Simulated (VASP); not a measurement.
Os:

```
Os
1.0
     2.73410    0.00000    0.00000
    -1.36705    2.36780    0.00000
     0.00000    0.00000    4.31970
Os
2
Direct
  0.66667 0.33333 0.75000
  0.33333 0.66667 0.25000
```

```yaml
Program: VASP 6.6.1
Task: relaxation of cell and atoms
Functional: PBEsol
Dispersion: D4
Potentials_or_basis: VASP PAW PBE potentials, release 64 (Os)
Cutoff: 600 eV
k_mesh: 11 × 11 × 6
Occupations: fermi-dirac, width 0.05 eV
Spin: no spin polarisation
```

At the start: pressure -6.3 GPa; volume 13.98 Å³/atom.

Q: Where does the relaxation end?

A: Over 7 steps the energy falls by 4.0 meV/atom and the volume is 13.78 Å³/atom (-1.4 %); space group P6_3/mmc (No. 194, to 0.05 Å).

The path:
```tsv
step	energy change (eV)	largest force (eV/Å)	pressure (GPa)	volume (Å³)
1	0.0000	0.0000	-6.32	27.96
2	0.1772	0.0000	35.67	25.79
3	-0.0080	0.0000	-0.21	27.58
4	-0.0080	0.0000	-0.02	27.57
5	-0.0080	0.0000	0.10	27.56
6	-0.0080	0.0000	-0.41	27.59
7	-0.0080	0.0000	-0.06	27.57
```

Final structure:
```cif
data_structure
_symmetry_space_group_name_H-M 'P 1'
_symmetry_Int_Tables_number 1
_cell_length_a 2.7208
_cell_length_b 2.7208
_cell_length_c 4.3006
_cell_angle_alpha 90.000
_cell_angle_beta 90.000
_cell_angle_gamma 120.000
_cell_volume 27.57
loop_
_atom_site_label
_atom_site_type_symbol
_atom_site_fract_x
_atom_site_fract_y
_atom_site_fract_z
_atom_site_occupancy
Os1 Os 0.66667 0.33333 0.75000 1
Os2 Os 0.33333 0.66667 0.25000 1
```

Caveat: the PAW data sets were made with another functional, which shifts forces and pressure a little; pairwise dispersion overbinds metals, which lowers pressure and volume.
